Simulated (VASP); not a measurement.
# BaTiO3 in VASP: notebook, part 3 of 3

VASP 6.6.1. The steps go on from the part before.

### 4 Single point, PBE (equal xx and yy strain of +3 %)

INCAR reads:

```
PREC = Accurate
ENCUT = 520
EDIFF = 1E-6
ISMEAR = -1
SIGMA = 0.05
LREAL = False
LASPH = True
NELM = 80
ALGO = Normal
ISIF = 2
LWAVE = False
LCHARG = True
GGA = PE
LELF = True
LVHAR = True
NBANDS = 28
```

KPOINTS reads:

```
Automatic mesh
0
Gamma
  9 9 9
```

POSCAR reads:

```
BaTiO3
1.0
    2.9124982022      1.6815316211      2.3177316080
   -2.9124982022      1.6815316211      2.3177316080
    0.0000000000     -3.3630632421      2.3177316080
Ba Ti O
1 1 3
Direct
    0.0000000000      0.0000000000      0.0000000000
    0.5140000000      0.5140000000      0.5140000000
    0.4916000000      0.4916000000      0.9815000000
    0.4916000000      0.9815000000      0.4916000000
    0.9815000000      0.4916000000      0.4916000000
```

Potentials or basis: VASP PAW PBE potentials, release 64 (Ba_sv, Ti_sv, O).

Launch:

```bash
cat potpaw_PBE.64/Ba_sv/POTCAR potpaw_PBE.64/Ti_sv/POTCAR potpaw_PBE.64/O/POTCAR > POTCAR
mpirun -np 1 vasp_std > vasp.out
```

OUTCAR:

```text
PREC = Accurate
   ENCUT = 520
   EDIFF = 1E-6
   ISMEAR = -1
   LREAL = False
   LASPH = True
   NELM = 80
   ISIF = 2
   GGA = PE

 ion  position               nearest neighbor table
   1  0.000  0.000  0.000-   4 2.82   5 2.82   3 2.82   5 2.91   4 2.91   3 2.91   3 2.91   3 2.91
                             5 2.91   4 2.91   5 2.91   4 2.91   2 3.38   2 3.53   2 3.53   2 3.53
   2  0.514  0.514  0.514-   3 1.92   4 1.92   5 1.92   3 2.18   4 2.18   5 2.18   1 3.38   1 3.53
                             1 3.53   1 3.53   1 3.57   1 3.59   1 3.59   1 3.59
   3  0.492  0.492  0.981-   2 1.92   2 2.18   1 2.82   1 2.91   1 2.91   1 2.91
   4  0.492  0.981  0.492-   2 1.92   2 2.18   1 2.82   1 2.91   1 2.91   1 2.91
   5  0.981  0.492  0.492-   2 1.92   2 2.18   1 2.82   1 2.91   1 2.91   1 2.91

  LATTYP: Found a trigonal (rhomboedric) cell.
 ALAT       =     4.0843694957
 COS(alpha) =    -0.0169773480

  Lattice vectors:

 A1 = (   2.9124982022,   1.6815316211,   2.3177316080)
 A2 = (  -2.9124982022,   1.6815316211,   2.3177316080)
 A3 = (   0.0000000000,  -3.3630632421,   2.3177316080)

Analysis of symmetry for initial positions (statically):
=====================================================================
 Subroutine PRICEL returns:
 Original cell was already a primitive cell.

 Routine SETGRP: Setting up the symmetry group for a
 trigonal (rhombohedral) supercell.

 Subroutine GETGRP returns: Found  6 space group operations
 (whereof  6 operations were pure point group operations)
 out of a pool of 12 trial point group operations.

The static configuration has the point symmetry C_3v.

Analysis of symmetry for dynamics (positions and initial velocities):
=====================================================================
 Subroutine PRICEL returns:
 Original cell was already a primitive cell.

 Routine SETGRP: Setting up the symmetry group for a
 trigonal (rhombohedral) supercell.

 Subroutine GETGRP returns: Found  6 space group operations
[... 130 lines left out ...]
  volume/ion in A,a.u.               =      13.62        91.92
  Fermi-wavevector in a.u.,A,eV,Ry     =   1.370986  2.590789 25.573559  1.879604
  Thomas-Fermi vector in A             =   2.496724
   LORBIT       =      0    0 simple, 1 ext, 2 COOP (PROOUT), +10 PAW based schemes
   GGA     = PE    functional components
   LHFCALC =     F    Hartree Fock is set to
   AEXX    =    0.0000 exact exchange contribution
   IVDW    =     0    specifies the selected vdW correction
   LEPSILON=     F    determine dielectric tensor
   LRPA    =     F    only Hartree local field effects (RPA)
 non-spin polarized calculation
  energy-cutoff  :      520.00
  volume of cell :       68.11
 maximum number of plane-waves:      1854
   NGX = 15   NGY = 15   NGZ = 15

 number of electron      40.0000021 magnetization

 Free energy of the ion-electron system (eV)
  ---------------------------------------------------
  ext. energy  EPLUGINS =         0.00000000
  ---------------------------------------------------
  free energy    TOTEN  =       -40.00758715 eV

  energy without entropy =      -40.00758715  energy(sigma->0) =      -40.00758715

 E-fermi :   4.3649     XC(G=0): -10.9276

 val. band max:        3.3311727835   @ k =   0.4444   0.4444   0.4444
 cond. band min:       5.5457262310   @ k =   0.0000   0.0000   0.0000
 fundamental gap:      2.2145534475
 Fermi energy:         4.3649146871

 k-point     1 :       0.0000    0.0000    0.0000
  band No.  band energies     occupation
      1     -53.2305      2.00000
      2     -29.4709      2.00000
      3     -29.4375      2.00000
      4     -29.4375      2.00000
      5     -21.6296      2.00000
      6     -13.3670      2.00000
[... 733 lines left out ...]
     27      11.1901      0.00000
     28      12.6559      0.00000

 [... further k-points ...]

------------------------ aborting loop because EDIFF is reached ----------------------------------------

  FORCE on cell =-STRESS in cart. coord.  units (eV):
  Direction    XX          YY          ZZ          XY          YZ          ZX
  --------------------------------------------------------------------------------------
  -------------------------------------------------------------------------------------
  Total       -2.1930024     -2.1930024      0.5814989      0.0000000      0.0000000      0.0000000
  in kB      -51.5898876    -51.5898876     13.6796313      0.0000000      0.0000000      0.0000000
  external PRESSURE =     -29.8333813 kB  Pullay stress =       0.0000000 kB

 VOLUME and BASIS-vectors are now :
 -----------------------------------------------------------------------------
  energy-cutoff  :      520.00
  volume of cell :       68.11
      direct lattice vectors                 reciprocal lattice vectors
     2.912498202  1.681531621  2.317731608     0.171673926  0.099115987  0.143818780
    -2.912498202  1.681531621  2.317731608    -0.171673926  0.099115987  0.143818780
     0.000000000 -3.363063242  2.317731608     0.000000000 -0.198231974  0.143818780

 POSITION                                       TOTAL-FORCE (eV/Angst)
 -----------------------------------------------------------------------------------
      0.00000      0.00000      0.00000        -0.000000      0.000000      0.100113
      0.00000      0.00000      3.57394        -0.000000      0.000000      0.358796
      0.00000     -1.64756      4.55365        -0.000000      0.212342     -0.152970
     -1.42683      0.82378      4.55365         0.183894     -0.106171     -0.152970
      1.42683      0.82378      4.55365        -0.183894     -0.106171     -0.152970
 -----------------------------------------------------------------------------------
    total drift:                               -0.000000      0.000004      0.000137

  FREE ENERGIE OF THE ION-ELECTRON SYSTEM (eV)
  ---------------------------------------------------
  free  energy   TOTEN  =       -40.0075871523 eV

  energy  without entropy=      -40.0075871522  energy(sigma->0) =      -40.00758715
```

Run time: 2.3 min. Hardware: 1 thread of Intel Xeon Platinum 8488C (Sapphire Rapids), shared host; peak memory 0.28 GiB.

Results:

| Quantity | Value |
| --- | --- |
| Free energy | -40.0076 eV |
| Pressure | -3.0 GPa |
| Largest force | 0.359 eV/Å |
| Band gap on the k mesh | 2.21 eV (least direct gap 2.62 eV) |

Forces on the atoms (eV/Å):
```
Ba   0.000  0.000  0.100
Ti   0.000  0.000  0.359
O    0.000  0.212 -0.153
O    0.184 -0.106 -0.153
O   -0.184 -0.106 -0.153
```

Caveat: the cell differs from its parent crystal (equal xx and yy strain of +3 %); the stress differs along the axes, from -5 to 1 GPa; spin-orbit coupling is left out, which moves the levels of the heavy elements. A k mesh can miss the band edges.

### 5 Single point, PBE (equal xy, yz and zx shear strains of -1 %)

INCAR reads:

```
SYSTEM = BaTiO3
ALGO = Normal
EDIFF = 1E-7
ENCUT = 520
GGA = PE
ISIF = 2
ISMEAR = -1
LASPH = .True.
LCHARG = .False.
LREAL = .False.
LWAVE = .False.
NBANDS = 28
NELM = 80
PREC = Accurate
SIGMA = 0.05
```

KPOINTS reads:

```
k-points
0
Gamma
  9 9 9
  0 0 0
```

POSCAR, as its differences from that of step 4:

```diff
@@ -2,5 +2,5 @@
 1.0
-    2.9124982022      1.6815316211      2.3177316080
-   -2.9124982022      1.6815316211      2.3177316080
-    0.0000000000     -3.3630632421      2.3177316080
+    2.8079167246      1.6068279731      2.2954304924
+   -2.8474195904      1.6351046547      2.3237071739
+    0.0047368917     -3.2766986018      2.3340571577
 Ba Ti O
```

Launch:

```bash
cat potpaw_PBE.64/Ba_sv/POTCAR potpaw_PBE.64/Ti_sv/POTCAR potpaw_PBE.64/O/POTCAR > POTCAR
mpirun -np 1 vasp_std > vasp.out
```

Run time: 6.3 min. Hardware: 1 thread of Intel Xeon Platinum 8559C (Emerald Rapids), shared host; peak memory 0.67 GiB.

The run converged. Its results:

| Quantity | Value |
| --- | --- |
| Free energy | -39.9830 eV |
| Pressure | 6.9 GPa |
| Largest force | 0.353 eV/Å |
| Band gap on the k mesh | 2.37 eV (least direct gap 2.71 eV) |

Forces in eV/Å, atoms in the order of the input:
```
Ba  -0.008 -0.004  0.075
Ti  -0.145 -0.094 -0.140
O   -0.013 -0.151 -0.003
O   -0.129  0.070 -0.005
O    0.295  0.180  0.072
```

Stress tensor (GPa, compression positive):
```
6.93 1.12 1.01
1.12 7.06 1.07
1.01 1.07 6.66
```

Levels at points of the mesh, in eV from the valence-band top:
| k point | band 16 | band 17 | band 18 | band 19 | band 20 | band 21 | band 22 | band 23 | band 24 | band 25 |
| --- | --- | --- | --- | --- | --- | --- | --- | --- | --- | --- |
| (0.00, 0.00, 0.00) | -1.25 | -1.03 | -0.48 | -0.37 | -0.34 | 2.37 | 2.40 | 2.52 | 4.44 | 4.55 |

Caveat: the cell differs from its parent crystal (equal xy, yz and zx shear strains of -1 %); the cell stands under pressure; spin-orbit coupling is left out, which moves the levels of the heavy elements. A k mesh can miss the band edges.

### 6 Summary

| cell | gap on the mesh (eV) | pressure (GPa) | largest force (eV/Å) |
| --- | --- | --- | --- |
| a = 3.951 Å, angles 89.1°, 5 atoms | 2.48 | 15.2 | 0.57 |
| a = 4.031 Å, angles 90.2°, 5 atoms | 2.33 | 3.2 | 0.08 |
| a = 4.084 Å, angles 91.0°, 5 atoms | 2.21 | -3.0 | 0.36 |
| a = 3.967, b = 4.023, c = 4.023 Å, angles 89.8, 89.6, 90.1°, 5 atoms | 2.37 | 6.9 | 0.35 |

Alike in all rows: task single point; level PBE; potentials or basis VASP PAW PBE potentials, release 64 (Ba_sv, Ti_sv, O); no spin polarisation; k mesh 9 × 9 × 9; cutoff (eV) 520; smearing fermi-dirac 0.05 eV.

Caveats: spin-orbit coupling is left out, which moves the levels of the heavy elements; the cell stands under pressure (at least some runs); the stress differs along the axes, from 11 to 17 GPa (at least some runs); the stress differs along the axes, from -5 to 1 GPa (at least some runs).

Total energies depend on the potentials used, so only differences within one code and one set of settings carry meaning.
